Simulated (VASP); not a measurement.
# GaP4 (Im-3m) in VASP: density of states with PBE

Aim: the density of states of GaP4 with PBE.

Everything below comes from runs of VASP 6.6.1. Logs are shortened: lines on timing, memory, paths and dates and some standing lists are left out, and cuts for length are marked.

### 1 The cell of the first run

The structure is cubic, space group Im-3m (No. 229). The conventional cell has a = 5.705 Å, b = 5.705 Å, c = 5.705 Å, α = 90.00°, β = 90.00°, γ = 90.00°. Ga (site symmetry m-3m) has 8 P at 2.47 Å within 3.3 Å. P (site symmetry -3m) has 2 Ga at 2.47 Å and 6 P at 2.85 Å within 3.3 Å.

### 2 Density of states, PBE

The input, POSCAR:

```
GaP4
1.0
   -2.8522823239      2.8522823239      2.8522823239
    2.8522823239     -2.8522823239      2.8522823239
    2.8522823239      2.8522823239     -2.8522823239
Ga P
1 4
Direct
    0.0000000000      0.0000000000      0.0000000000
    0.5000000000      0.5000000000      0.5000000000
    0.5000000000      0.0000000000      0.0000000000
    0.0000000000      0.0000000000      0.5000000000
    0.0000000000      0.5000000000      0.0000000000
```

The input, INCAR.step1:

```
PREC = Accurate ; ENCUT = 520
EDIFF = 1E-6 ; ISMEAR = 0
SIGMA = 0.1 ; LREAL = F
LASPH = T ; NELM = 60
ALGO = Normal ; ISIF = 2
LWAVE = F ; LCHARG = T
GGA = PE ; NBANDS = 24
```

The input, KPOINTS.step1:

```
regular mesh
0
Gamma
  10 10 10
```

The input, INCAR.step2:

```
PREC = Accurate ; ENCUT = 520
EDIFF = 1E-6 ; ISMEAR = -5
SIGMA = 0.1 ; LREAL = F
LASPH = T ; NELM = 60
ALGO = Normal ; ISIF = 2
LWAVE = F ; LCHARG = F
GGA = PE ; LORBIT = 10
NEDOS = 2001 ; ICHARG = 11
```

The input, KPOINTS.step2:

```
regular mesh
0
Gamma
  15 15 15
```

Potentials or basis: VASP PAW PBE potentials, release 64 (Ga_d, P).

On the command line:

```sh
> cat potpaw_PBE.64/Ga_d/POTCAR potpaw_PBE.64/P/POTCAR > POTCAR
> cp INCAR.step1 INCAR
> cp KPOINTS.step1 KPOINTS
> mpirun -np 1 vasp_std > vasp.out
> cp INCAR.step2 INCAR
> cp KPOINTS.step2 KPOINTS
> mpirun -np 1 vasp_std > vasp.out
```

OUTCAR:

```text
PREC = Accurate
   ENCUT = 520
   EDIFF = 1E-6
   ISMEAR = -5
   LREAL = F
   LASPH = T
   NELM = 60
   ISIF = 2
   GGA = PE
   LORBIT = 10
   ICHARG = 11

 ion  position               nearest neighbor table
   1  0.000  0.000  0.000-   2 2.47   3 2.47   4 2.47   5 2.47   4 2.47   5 2.47   3 2.47   2 2.47

   2  0.500  0.500  0.500-   1 2.47   1 2.47   4 2.85   5 2.85   3 2.85   5 2.85   4 2.85   3 2.85

   3  0.500  0.000  0.000-   1 2.47   1 2.47   4 2.85   5 2.85   2 2.85   2 2.85   4 2.85   5 2.85

   4  0.000  0.000  0.500-   1 2.47   1 2.47   3 2.85   5 2.85   2 2.85   5 2.85   3 2.85   2 2.85

   5  0.000  0.500  0.000-   1 2.47   1 2.47   3 2.85   4 2.85   2 2.85   4 2.85   2 2.85   3 2.85

  LATTYP: Found a body centered cubic cell.
 ALAT       =     5.7045646478

  Lattice vectors:

 A1 = (  -2.8522823239,   2.8522823239,   2.8522823239)
 A2 = (   2.8522823239,  -2.8522823239,   2.8522823239)
 A3 = (   2.8522823239,   2.8522823239,  -2.8522823239)

Analysis of symmetry for initial positions (statically):
=====================================================================
 Subroutine PRICEL returns:
 Original cell was already a primitive cell.

 Routine SETGRP: Setting up the symmetry group for a
 body centered cubic supercell.

 Subroutine GETGRP returns: Found 48 space group operations
 (whereof 48 operations were pure point group operations)
 out of a pool of 48 trial point group operations.

The static configuration has the point symmetry O_h .

Analysis of symmetry for dynamics (positions and initial velocities):
=====================================================================
 Subroutine PRICEL returns:
 Original cell was already a primitive cell.

 Routine SETGRP: Setting up the symmetry group for a
 body centered cubic supercell.

 Subroutine GETGRP returns: Found 48 space group operations
 (whereof 48 operations were pure point group operations)
 out of a pool of 48 trial point group operations.

The dynamic configuration has the point symmetry O_h .

 Subroutine INISYM returns: Found 48 space group operations
 (whereof 48 operations are pure point group operations),
 and found     1 'primitive' translations

----------------------------------------------------------------------------------------

                                     Primitive cell

  volume of cell :      92.8191

  direct lattice vectors                    reciprocal lattice vectors
    -2.852282324  2.852282324  2.852282324     0.000000000  0.175298215  0.175298215
     2.852282324 -2.852282324  2.852282324     0.175298215  0.000000000  0.175298215
     2.852282324  2.852282324 -2.852282324     0.175298215  0.175298215  0.000000000

  length of vectors
     4.940297903  4.940297903  4.940297903     0.247909113  0.247909113  0.247909113

  position of ions in fractional coordinates (direct lattice)
     0.000000000  0.000000000  0.000000000
     0.500000000  0.500000000  0.500000000
     0.500000000  0.000000000  0.000000000
     0.000000000  0.000000000  0.500000000
     0.000000000  0.500000000  0.000000000

  ion indices of the primitive-cell ions
   primitive index   ion index
                 1           1
                 2           2
                 3           3
                 4           4
                 5           5

----------------------------------------------------------------------------------------

 KPOINTS: regular mesh

Automatic generation of k-mesh.
 Grid dimensions read from file:
 generate k-points for:   15   15   15

 Generating k-lattice:

  Cartesian coordinates                     Fractional coordinates (reciprocal lattice)
     0.000000000  0.011686548  0.011686548     0.066666667  0.000000000  0.000000000
     0.011686548  0.000000000  0.011686548     0.000000000  0.066666667  0.000000000
     0.011686548  0.011686548  0.000000000     0.000000000  0.000000000  0.066666667

  Length of vectors
     0.016527274  0.016527274  0.016527274

  Shift w.r.t. Gamma in fractional coordinates (k-lattice)
     0.000000000  0.000000000  0.000000000

 TETIRR: Found   3891 inequivalent tetrahedra from    20250

 Subroutine IBZKPT returns following result:
 ===========================================

 Found    120 irreducible k-points:

 Following reciprocal coordinates:
            Coordinates               Weight
  0.000000  0.000000  0.000000      1.000000
  0.066667  0.000000  0.000000     12.000000
  0.133333  0.000000  0.000000     12.000000
  0.200000  0.000000  0.000000     12.000000
  0.266667  0.000000  0.000000     12.000000
  0.333333  0.000000  0.000000     12.000000
[... 16 lines left out ...]
  0.333333  0.200000  0.000000     48.000000
  0.400000  0.200000  0.000000     24.000000
 [... further k-points ...]
   k-points           NKPTS =    120   k-points in BZ     NKDIM =    120   number of bands    NBANDS=     20
   number of dos      NEDOS =   2001   number of ions     NIONS =      5
   total plane-waves  NPLWV =  64000
   dimension x,y,z NGX =    40 NGY =   40 NGZ =   40
   dimension x,y,z NGXF=    80 NGYF=   80 NGZF=   80
   ions per type =               1   4
   NGX,Y,Z   is equivalent  to a cutoff of  13.46, 13.46, 13.46 a.u.
   NGXF,Y,Z  is equivalent  to a cutoff of  26.92, 26.92, 26.92 a.u.
 SYSTEM =  unknown system
   PREC   = accura    normal or accurate (medium, high low for compatibility)
   ISTART =      0    job   : 0-new  1-cont  2-samecut
   ICHARG =     11    charge: 1-file 2-atom 10-const
   ISPIN  =      1    spin polarized calculation?
   LNONCOLLINEAR =      F non collinear calculations
   LSORBIT =      F    spin-orbit coupling
   LASPH  =      T    aspherical Exc in radial PAW
   ENCUT  =  520.0 eV  38.22 Ry    6.18 a.u.   9.19  9.19  9.19*2*pi/ulx,y,z
   NELM   =     60;   NELMIN=  2; NELMDL=  0     # of ELM steps
   EDIFF  = 0.1E-05   stopping-criterion for ELM
   LREAL  =      F    real-space projection
   EDIFFG = 0.1E-04   stopping-criterion for IOM
   NSW    =      0    number of steps for IOM
   IBRION =     -1    ionic relax: 0-MD 1-quasi-New 2-CG
   NFREE  =      0    steps in history (QN), initial steepest desc. (CG)
   ISIF   =      2    stress and relaxation
   ISYM   =      2    0-nonsym 1-usesym 2-fastsym
   POTIM  = 0.5000    time-step for ionic-motion
   TEBEG  =    0.0;   TEEND  =   0.0 temperature during run
   PSTRESS=    0.0 pullay stress
   NELECT =      33.0000    total number of electrons
   NUPDOWN=      -1.0000    fix difference up-down
   EMIN   =  10.00;   EMAX   =-10.00  energy-range for DOS
   EFERMI =   0.00;   METHOD = LEGACY
   ISMEAR =    -5;   SIGMA  =   0.10  broadening in eV -4-tet -1-fermi 0-gaus
   EFERMI_NEDOS =   21; number of points for ismear=-14 and -15
   IALGO  =     38    algorithm
   IMIX   =      4    mixing-type and parameters
     AMIX     =   0.40;   BMIX     =  1.00
     AMIX_MAG =   1.60;   BMIX_MAG =  1.00
  volume/ion in A,a.u.               =      18.56       125.27
  Fermi-wavevector in a.u.,A,eV,Ry     =   1.159757  2.191623 18.300327  1.345036
  Thomas-Fermi vector in A             =   2.296346
   LORBIT       =     10    0 simple, 1 ext, 2 COOP (PROOUT), +10 PAW based schemes
   GGA     = PE    functional components
   LHFCALC =     F    Hartree Fock is set to
   AEXX    =    0.0000 exact exchange contribution
   IVDW    =     0    specifies the selected vdW correction
   LEPSILON=     F    determine dielectric tensor
   LRPA    =     F    only Hartree local field effects (RPA)
 non-spin polarized calculation
 Fermi weights with tetrahedron method with Bloechl corrections
  energy-cutoff  :      520.00
  volume of cell :       92.82
 maximum number of plane-waves:      2514
 NGX is ok and might be reduce to    40

 number of electron      33.0000003 magnetization

 Free energy of the ion-electron system (eV)
  ---------------------------------------------------
  ext. energy  EPLUGINS =         0.00000000
  ---------------------------------------------------
  free energy    TOTEN  =       -20.89921078 eV

  energy without entropy =      -20.89921078  energy(sigma->0) =      -20.89921078

 E-fermi :   6.2322     XC(G=0): -10.2778

 val. band max:        6.2985784524   @ k =   0.3333   0.3333   0.0000
 cond. band min:       6.1003759105   @ k =   0.2000   0.2000   0.2000
 fundamental gap:     -0.1982025420
 Fermi energy:         6.2321610736

 k-point     1 :       0.0000    0.0000    0.0000
  band No.  band energies     occupation
      1      -9.1243      2.00000
      2      -9.1243      2.00000
      3      -9.1243      2.00000
      4      -8.9635      2.00000
      5      -8.9635      2.00000
      6      -7.9544      2.00000
[... 12 lines left out ...]
     19       8.1824      0.00000
     20       8.6878      0.00000

 k-point     2 :       0.0667    0.0000    0.0000
  band No.  band energies     occupation
      1      -9.1246      2.00000
      2      -9.1236      2.00000
      3      -9.1221      2.00000
      4      -8.9637      2.00000
      5      -8.9636      2.00000
      6      -7.9200      2.00000
[... 12 lines left out ...]
     19       8.2049      0.00000
     20       8.8096      0.00000

 k-point     3 :       0.1333    0.0000    0.0000
  band No.  band energies     occupation
      1      -9.1254      2.00000
      2      -9.1218      2.00000
      3      -9.1159      2.00000
      4      -8.9642      2.00000
      5      -8.9640      2.00000
      6      -7.8166      2.00000
[... 12 lines left out ...]
     19       8.2836      0.00000
     20       9.0581      0.00000

 k-point     4 :       0.2000    0.0000    0.0000
  band No.  band energies     occupation
      1      -9.1267      2.00000
      2      -9.1196      2.00000
      3      -9.1068      2.00000
      4      -8.9649      2.00000
      5      -8.9644      2.00000
      6      -7.6449      2.00000
[... 12 lines left out ...]
     19       8.4059      0.00000
     20       9.4586      0.00000

 k-point     5 :       0.2667    0.0000    0.0000
  band No.  band energies     occupation
      1      -9.1282      2.00000
      2      -9.1175      2.00000
      3      -9.0961      2.00000
      4      -8.9657      2.00000
      5      -8.9650      2.00000
      6      -7.4065      2.00000
[... 12 lines left out ...]
     19       8.4340      0.00000
     20       8.7711      0.00000

 k-point     6 :       0.3333    0.0000    0.0000
  band No.  band energies     occupation
      1      -9.1296      2.00000
      2      -9.1158      2.00000
      3      -9.0857      2.00000
      4      -8.9665      2.00000
      5      -8.9655      2.00000
      6      -7.1059      2.00000
[... 12 lines left out ...]
     19       7.6820      0.00000
     20       8.7210      0.00000

 k-point     7 :       0.4000    0.0000    0.0000
  band No.  band energies     occupation
      1      -9.1307      2.00000
      2      -9.1148      2.00000
      3      -9.0775      2.00000
      4      -8.9671      2.00000
      5      -8.9659      2.00000
      6      -6.7567      2.00000
[... 12 lines left out ...]
     19       7.6299      0.00000
     20       7.8722      0.00000
[... 277 lines left out ...]
 k-point    20 :       0.4000    0.1333    0.0000
  band No.  band energies     occupation
      1      -9.1284      2.00000
      2      -9.1107      2.00000
      3      -9.0766      2.00000
      4      -8.9674      2.00000
      5      -8.9664      2.00000
      6      -6.3391      2.00000
[... 12 lines left out ...]
     19       7.1161      0.00000
     20       8.5770      0.00000

 k-point    21 :       0.2000    0.2000    0.0000
  band No.  band energies     occupation
      1      -9.1258      2.00000
      2      -9.1131      2.00000
      3      -9.0893      2.00000
      4      -8.9665      2.00000
      5      -8.9658      2.00000
      6      -7.0406      2.00000
[... 12 lines left out ...]
     19       7.2998      0.00000
     20       7.8583      0.00000

 k-point    22 :       0.2667    0.2000   -0.0000
  band No.  band energies     occupation
      1      -9.1263      2.00000
      2      -9.1092      2.00000
      3      -9.0847      2.00000
      4      -8.9670      2.00000
      5      -8.9663      2.00000
      6      -6.7226      2.00000
[... 12 lines left out ...]
     19       7.4044      0.00000
     20       8.1617      0.00000

 k-point    23 :       0.3333    0.2000    0.0000
  band No.  band energies     occupation
      1      -9.1267      2.00000
      2      -9.1063      2.00000
      3      -9.0816      2.00000
      4      -8.9674      2.00000
      5      -8.9666      2.00000
      6      -6.3824      2.00000
[... 12 lines left out ...]
     19       7.4689      0.00000
     20       7.9241      0.00000

 k-point    24 :       0.4000    0.2000    0.0000
  band No.  band energies     occupation
      1      -9.1269      2.00000
      2      -9.1053      2.00000
      3      -9.0804      2.00000
      4      -8.9675      2.00000
      5      -8.9668      2.00000
      6      -6.1780      2.00000
[... 12 lines left out ...]
     19       6.8513     -0.00001
     20       8.2543      0.00000

 [... further k-points ...]
[... 5 lines left out ...]
  --------------------------------------------------------------------------------------
  -------------------------------------------------------------------------------------
  Total        0.0782845      0.0782845      0.0782845      0.0000000      0.0000000     -0.0000000
  in kB        1.3512915      1.3512915      1.3512915      0.0000000      0.0000000     -0.0000000
  external PRESSURE =       1.3512915 kB  Pullay stress =       0.0000000 kB

 VOLUME and BASIS-vectors are now :
 -----------------------------------------------------------------------------
  energy-cutoff  :      520.00
  volume of cell :       92.82
      direct lattice vectors                 reciprocal lattice vectors
    -2.852282324  2.852282324  2.852282324     0.000000000  0.175298215  0.175298215
     2.852282324 -2.852282324  2.852282324     0.175298215  0.000000000  0.175298215
     2.852282324  2.852282324 -2.852282324     0.175298215  0.175298215  0.000000000

 POSITION                                       TOTAL-FORCE (eV/Angst)
 -----------------------------------------------------------------------------------
      0.00000      0.00000      0.00000         0.000000     -0.000000      0.000000
      1.42614      1.42614      1.42614         0.000000      0.000000     -0.000000
     -1.42614      1.42614      1.42614         0.000000     -0.000000      0.000000
      1.42614      1.42614     -1.42614        -0.000000      0.000000      0.000000
      1.42614     -1.42614      1.42614        -0.000000     -0.000000     -0.000000
 -----------------------------------------------------------------------------------
    total drift:                                0.000000     -0.000000      0.000000

  FREE ENERGIE OF THE ION-ELECTRON SYSTEM (eV)
  ---------------------------------------------------
  free  energy   TOTEN  =       -20.8992107824 eV

  energy  without entropy=      -20.8992107824  energy(sigma->0) =      -20.89921078

 total charge

# of ion       s       p       d       tot
------------------------------------------
    1        0.928   0.786  10.099  11.813
    2        1.142   1.210   0.000   2.352
    3        1.142   1.210   0.000   2.352
    4        1.142   1.210   0.000   2.352
    5        1.142   1.210   0.000   2.352
--------------------------------------------------
tot          5.495   5.627  10.099  21.220
```

Wall time 2.2 min (1 thread of Intel Xeon 6975P-C (Granite Rapids), shared host); peak memory 0.36 GiB.

What came out:

| Item | Value |
| --- | --- |
| Valence electrons inside the program's atomic spheres | Ga 11.81; P 2.35 |

Caveat: the bands computed are all filled at some k points, so no gap is given.
